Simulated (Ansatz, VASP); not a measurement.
**One calculation of HgTe, two programs**

Contents of INCAR:

```
PREC = Accurate
ENCUT = 520
EDIFF = 1E-6
ISMEAR = 0
SIGMA = 0.15
LREAL = F
LASPH = T
NELM = 60
ALGO = Normal
ISIF = 2
LWAVE = F
LCHARG = F
GGA = PE
NBANDS = 16
```

File KPOINTS:

```
Automatic mesh
0
Gamma
  14 14 14
```

File POSCAR:

```
HgTe
1.0
    0.0000000000      3.1267950000      3.2718525000
    3.1267950000      0.0000000000      3.2718525000
    3.1267950000      3.1267950000      0.0000000000
Hg Te
1 1
Direct
    0.0000000000      0.0000000000      0.0000000000
    0.7500000000      0.7500000000      0.7500000000
```

Input for Ansatz:

```yaml
crystal:
  lattice:
    - [0.0, 3.126795, 3.2718525]
    - [3.126795, 0.0, 3.2718525]
    - [3.126795, 3.126795, 0.0]
  atoms:
    - { symbol: Hg, position: [0.0, 0.0, 0.0] }
    - { symbol: Te, position: [0.75, 0.75, 0.75] }
basis:
  ecutwfc: 420
kpoints:
  mp_grid: { grid: [14, 14, 14] }
hamiltonian:
  xc: pbe
scf:
  occupations: { method: gaussian, width: 0.15 }
output:
  forces: true
  stress: true
  eigenvalues: true
```

Change from the starting cell: strain -0.030 along x and y, +0.015 along z, atoms carried along.

Alike in both runs: task single point; functional PBE; k mesh 14 × 14 × 14; occupations gaussian, width 0.15 eV; no spin polarisation.

```csv
,VASP,Ansatz
version,VASP 6.6.1,Ansatz 0.2.0
potentials or method,"VASP PAW PBE potentials, release 64 (Hg, Te), cutoff 520 eV","scalar-relativistic, plane waves, PAW"
valence electrons in the cell,18,36
```

|  | VASP | Ansatz | Ansatz less VASP |
| --- | --- | --- | --- |
| gap on the k mesh at the Fermi level (eV) | none | none | - |
| pressure (GPa) | 6.9 | 6.8 | -0.10 |
| traceless stress, the component that is largest in VASP (GPa) | -0.34 | -0.34 | +0.002 |

A gap of «none» marks a metal or a gap that the smearing closes. VASP's potentials hold 18 valence electrons a cell and Ansatz's 36, so a difference there can come from the potentials and not from the codes.

Spin-orbit coupling is off throughout.
